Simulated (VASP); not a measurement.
A run of VASP 6.6.1 is set up as follows.

The input POSCAR:

```
Ru
1.0
    2.7414067149      0.0000000000      0.0000000000
   -1.3707033574      2.3741278572      0.0000000000
    0.0000000000      0.0000000000      4.3382472512
Ru
2
Direct
    0.6666666667      0.3333333333      0.7500000000
    0.3333333333      0.6666666667      0.2500000000
```

File INCAR.step1:

```
SYSTEM = Ru
PREC = Accurate
ENCUT = 420
EDIFF = 1E-5
ISMEAR = -1
SIGMA = 0.05
LREAL = .False.
LASPH = .True.
NELM = 120
ALGO = Normal
ISIF = 2
LWAVE = .True.
LCHARG = .False.
GGA = PE
NBANDS = 23
GGA_COMPAT = .False.
```

The input INCAR.step2:

```
SYSTEM = Ru
PREC = Accurate
ENCUT = 420
EDIFF = 1E-6
ISMEAR = -1
SIGMA = 0.05
LREAL = .False.
LASPH = .True.
NELM = 120
ALGO = Normal
ISIF = 2
LWAVE = .False.
LCHARG = .False.
GGA = B5
LHFCALC = .True.
AEXX = 0.5
ALDAX = 0.5
AGGAX = 0.5
AGGAC = 1.0
ALDAC = 0.0
PRECFOCK = Normal
ISTART = 1
NBANDS = 23
GGA_COMPAT = .False.
```

File KPOINTS:

```
regular mesh
0
Gamma
  6 6 3
  0 0 0
```

Potentials or basis: VASP PAW PBE potentials, release 64 (Ru_sv).

The run is started by

```bash
$ cat potpaw_PBE.64/Ru_sv/POTCAR > POTCAR
$ cp INCAR.step1 INCAR
$ mpirun -np 1 vasp_std > vasp.out
$ cp INCAR.step2 INCAR
$ mpirun -np 1 vasp_std > vasp.out
```

Question: What does it give for the pressure?

Answer: -21.6 GPa.

Question: Predict the band gap on the k mesh.

Answer: Zero (bands 16 and 17 overlap by 5.93 eV).

Stress tensor (GPa, compression positive):
```
-17.80   0.00   0.00
  0.00 -17.80   0.00
  0.00   0.00 -29.17
```

Caveat: the k points lie up to 0.48 Å⁻¹ apart, too coarse for converged energies and pressures of a metal; the PAW data sets were made with another functional, which shifts forces and pressure a little.
